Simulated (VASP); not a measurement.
Set up this calculation in VASP 6.6.1, as the native input.

- Task: single point
- Functional: PBE
- Potentials or basis: VASP PAW PBE potentials, release 64 (C)
- Cutoff: 520 eV
- k mesh: 12 × 12 × 12
- Occupations: gaussian, width 0.1 eV
- Spin: collinear spin, ferromagnetic start
- Starting moments: [1.0] μB
- Dipole correction: no
- Further INCAR settings: ALGO = Normal; EDIFF = 1e-06; NBANDS = 12

The structure of C lies in POSCAR:

```
C
1.0
   -1.0126940500      1.0211253100      1.2929067000
    1.0126940500     -1.0211253100      1.2929067000
    1.0126940500      1.0211253100     -1.2929067000
C
1
Direct
    0.0000000000      0.5000000000      0.5000000000
```

These files were run (other wordings do the same):

INCAR

```
SYSTEM = C
  PREC = Accurate
  ENCUT = 520
  EDIFF = 1E-6
  ISMEAR = 0
  SIGMA = 0.1
  LREAL = .False.
  LASPH = .True.
  NELM = 150
  ALGO = Normal
  ISIF = 2
  LWAVE = .False.
  LCHARG = .False.
  ISPIN = 2
  MAGMOM = 1
  LORBIT = 11
  GGA = PE
  NBANDS = 12
```

KPOINTS

```
Automatic mesh
0
Gamma
  12 12 12
  0 0 0
```

Potentials or basis: VASP PAW PBE potentials, release 64 (C).

Launch:

```console
$ cat potpaw_PBE.64/C/POTCAR > POTCAR
$ mpirun -np 1 vasp_std > vasp.out
```

It gave:

* Pressure: 77.3 GPa
* Band gap on the k mesh: zero (filled and empty bands overlap)
* Net moment: 0.00 μB per cell
* Valence electrons inside the program's atomic spheres: C 2.22

Caveat: the k points lie up to 0.36 Å⁻¹ apart.

Run time: 20 s on 1 thread of Intel(R) Xeon(R) Platinum 8259CL CPU @ 2.50GHz (Skylake/Cascade Lake), on a shared host, peak memory 0.13 GiB.
